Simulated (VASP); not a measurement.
Write the native input for VASP 6.6.1 that does the following.

```yaml
Task: single point
Functional: PBE
Potentials_or_basis: VASP PAW PBE potentials, release 64 (Re_sv_GW, F)
Cutoff: 700 eV
k_mesh: 8 × 8 × 8
Occupations: gaussian, width 0.05 eV
Spin: no spin polarisation
Hubbard_terms: Re d U = 2.0 eV
Dipole_correction: no
Further_INCAR_settings: ALGO = Normal; EDIFF = 1e-06; NBANDS = 26
```

The structure of ReF3 lies in POSCAR:

```
ReF3
1.0
    4.1092632574      0.0000000000      0.0000000000
    0.0000000000      4.1092632574      0.0000000000
    0.0000000000      0.0000000000      4.1092632574
Re F
1 3
Direct
    0.0000000000      0.0000000000      0.0000000000
    0.5000000000      0.0000000000      0.0000000000
    0.0000000000      0.0000000000      0.5000000000
    0.0000000000      0.5000000000      0.0000000000
```

One way to write it, as run:

INCAR

```
SYSTEM = ReF3
PREC = Accurate
ENCUT = 700
EDIFF = 1E-6
ISMEAR = 0
SIGMA = 0.05
LREAL = .False.
LASPH = .True.
NELM = 200
ALGO = Normal
ISIF = 2
LWAVE = .False.
LCHARG = .False.
LMAXMIX = 4
LDAU = .True.
LDAUTYPE = 2
LDAUL = 2 -1
LDAUU = 2 0
LDAUJ = 0 0
LDAUPRINT = 1
GGA = PE
NBANDS = 26
GGA_COMPAT = .False.
```

KPOINTS

```
regular mesh
0
Gamma
  8 8 8
  0 0 0
```

Potentials or basis: VASP PAW PBE potentials, release 64 (Re_sv_GW, F).

Command:

```bash
$ cat potpaw_PBE.64/Re_sv_GW/POTCAR potpaw_PBE.64/F/POTCAR > POTCAR
$ mpirun -np 1 vasp_std > vasp.out
```

It gave:

The pressure is -4.5 GPa and the band gap on the k mesh is zero (bands 18 and 19 overlap by 2.11 eV).

Caveat: the cell stands under tension; spin-orbit coupling is left out, which moves the levels of the heavy elements; U without spin polarisation on a metal has little footing.

Run time: 45 s on 1 thread of Intel(R) Xeon(R) Platinum 8488C (Sapphire Rapids), on a shared host, peak memory 0.26 GiB.
